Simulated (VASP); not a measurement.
**GaN: single point with r2SCAN**

**What was measured.**

“Studying electronic properties in GaN without electrical contacts using γ-γ vs e−-γ Perturbed Angular Correlations”, 2019, pmc:6823545 quotes, for a bulk crystal of GaN: band gap 3.503 ± 0.005 eV (direct).

Crystal: GaN.

```xyz
4
Lattice="3.1831 0.0000 0.0000 -1.5916 2.7566 0.0000 0.0000 0.0000 5.1836" Properties=species:S:1:pos:R:3 pbc="T T T"
Ga    0.0000    1.8378   -0.0046
Ga    1.5916    0.9189    2.5872
N     0.0000    1.8378    1.9485
N     1.5916    0.9189    4.5402
```

```
Program                : VASP 6.6.1
Task                   : single point
Functional             : r2SCAN
Potentials or basis    : VASP PAW PBE potentials, release 64 (Ga_d, N)
Cutoff                 : 520 eV
k mesh                 : 8 × 8 × 4
Occupations            : gaussian, width 0.01 eV
Spin                   : no spin polarisation
Dipole correction      : no
Further INCAR settings : ALGO = Normal; EDIFF = 1e-07; NBANDS = 26
```

The pressure is 1.1 GPa, the largest force is 0.005 eV/Å and the band gap on the k mesh is 2.34 eV, direct.

Forces in eV/Å, atoms in the order of the input:
```
Ga   0.000  0.000  0.005
Ga   0.000  0.000  0.005
N    0.000  0.000 -0.005
N    0.000  0.000 -0.005
```

Stress tensor (GPa, compression positive):
```
1.13 0.00 0.00
0.00 1.13 0.00
0.00 0.00 0.99
```

Levels at points of the mesh, in eV from the valence-band top:
```
           k point  band 14  band 15  band 16  band 17  band 18  band 19  band 20  band 21  band 22  band 23
(0.00, 0.00, 0.00)    -1.07    -1.07    -0.04     0.00     0.00     2.34     4.81     9.96    10.59    10.59
(0.50, 0.00, 0.00)    -5.39    -4.30    -2.84    -2.24    -1.03     5.58     6.12     6.55     9.35    11.06
(0.00, 0.00, 0.50)    -3.93    -0.55    -0.55    -0.55    -0.55     4.77     4.77     9.18     9.18    11.11
(0.50, 0.00, 0.50)    -6.72    -2.01    -2.01    -1.95    -1.95     4.89     4.89     8.42     8.42    10.76
```

It took 61 s on 1 thread of Intel(R) Xeon(R) 6975P-C (Granite Rapids), with other jobs on the host, peak memory 0.18 GiB.

A measured gap of GaN is 3.503 eV (direct; quoted in “Studying electronic properties in GaN without electrical contacts using γ-γ vs e−-γ Perturbed Angular Correlations”, 2019, pmc:6823545); the calculated 2.34 eV misses it by -1.16 eV. Spin-orbit coupling on Ga is left out. The value is that of r2SCAN, without temperature or zero-point motion.

Caveat: the PAW data sets were made with another functional, which shifts forces and pressure a little.
